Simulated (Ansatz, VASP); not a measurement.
**Cd in VASP and in Ansatz**

INCAR

```
ALGO     = Normal         # electronic algorithm
EDIFF    = 1E-6           # SCF threshold, eV
ENCUT    = 500            # plane-wave cutoff, eV
GGA      = PE             # functional
GGA_COMPAT= False        
ISIF     = 2              # what is computed and relaxed
ISMEAR   = 1              # smearing method
LASPH    = True           # aspherical terms in the spheres
LCHARG   = False          # write CHGCAR
LREAL    = False          # projectors in reciprocal space
LWAVE    = False          # write WAVECAR
NBANDS   = 12             # bands
NELM     = 120            # most SCF steps
PREC     = Accurate       # precision mode
SIGMA    = 0.018          # smearing width, eV
```

File KPOINTS:

```
k-points
0
Gamma
  9 9 9
```

File POSCAR:

```
Cd
1.0
    1.6080291515      0.9283960635      2.4492874100
   -1.6080291515      0.9283960635      2.4492874100
    0.0000000000     -1.8567921270      2.4492874100
Cd
1
Direct
    0.0000000000      0.0000000000      0.0000000000
```

Input for Ansatz:

```yaml
crystal:
  lattice:
    - [1.6080291515, 0.9283960635, 2.44928741]
    - [-1.6080291515, 0.9283960635, 2.44928741]
    - [0.0, -1.856792127, 2.44928741]
  atoms:
    - { symbol: Cd, position: [0.0, 0.0, 0.0] }
basis:
  ecutwfc: 420
kpoints:
  mp_grid: { grid: [9, 9, 9] }
hamiltonian:
  xc: pbe
scf:
  occupations: { method: cold, width: 0.018 }
  algorithm: direct_min
  max_iter: 98
output:
  forces: true
  stress: true
  eigenvalues: true
```

Alike in both runs: task single point; functional PBE; k mesh 9 × 9 × 9; no spin polarisation.

|  | VASP | Ansatz |
| --- | --- | --- |
| version | VASP 6.6.1 | Ansatz 0.2.0 |
| potentials or method | VASP PAW PBE potentials, release 64 (Cd), cutoff 500 eV | scalar-relativistic, plane waves, PAW |
| occupations | methfessel-paxton of order 1, width 0.018 eV | cold, width 0.018 eV |
| valence electrons in the cell | 12 | 20 |

|  | VASP | Ansatz | Ansatz less VASP |
| --- | --- | --- | --- |
| pressure (GPa) | 2.6 | 2.3 | -0.29 |
| traceless stress, the component that is largest in VASP (GPa) | 0.14 | 0.00 | -0.143 |

VASP's potentials hold 12 valence electrons a cell and Ansatz's 20, so a difference there can come from the potentials and not from the codes.
